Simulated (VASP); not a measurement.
Input of a VASP 6.6.1 run:

File INCAR:

```
SYSTEM = Ag
ALGO     = Normal         ! electronic algorithm
EDIFF    = 1E-7           ! SCF threshold, eV
ENCUT    = 520            ! plane-wave cutoff, eV
GGA      = CA             ! functional
ISIF     = 2              ! what is computed and relaxed
ISMEAR   = -1             ! smearing method
LASPH    = .True.         ! aspherical terms in the spheres
LCHARG   = .False.        ! write CHGCAR
LREAL    = .False.        ! projectors in reciprocal space
LWAVE    = .False.        ! write WAVECAR
NBANDS   = 18             ! bands
NELM     = 60             ! most SCF steps
PREC     = Accurate       ! precision mode
SIGMA    = 0.05           ! smearing width, eV
```

KPOINTS

```
k-points
0
Gamma
  10 10 6
  0 0 0
```

POSCAR

```
Ag
1.0
    2.9685570532      0.0000000000      0.0000000000
   -1.4842785266      2.5708458207      0.0000000000
    0.0000000000      0.0000000000      4.8530335443
Ag
2
Direct
    0.6666666667      0.3333333333      0.7500000000
    0.3333333333      0.6666666667      0.2500000000
```

Potentials or basis: VASP PAW LDA potentials, release 64 (Ag).

Run with:

```console
$ cat potpaw_LDA.64/Ag/POTCAR > POTCAR
$ mpirun -np 1 vasp_std > vasp.out
```

What does it give for the pressure?

-12.8 GPa.

What does it give for the band gap on the k mesh?

Zero (bands 11 and 12 overlap by 6.20 eV).

Stress tensor (GPa, compression positive):
```
-12.63   0.00   0.00
  0.00 -12.63   0.00
  0.00   0.00 -13.24
```

Caveat: the cell stands under tension.
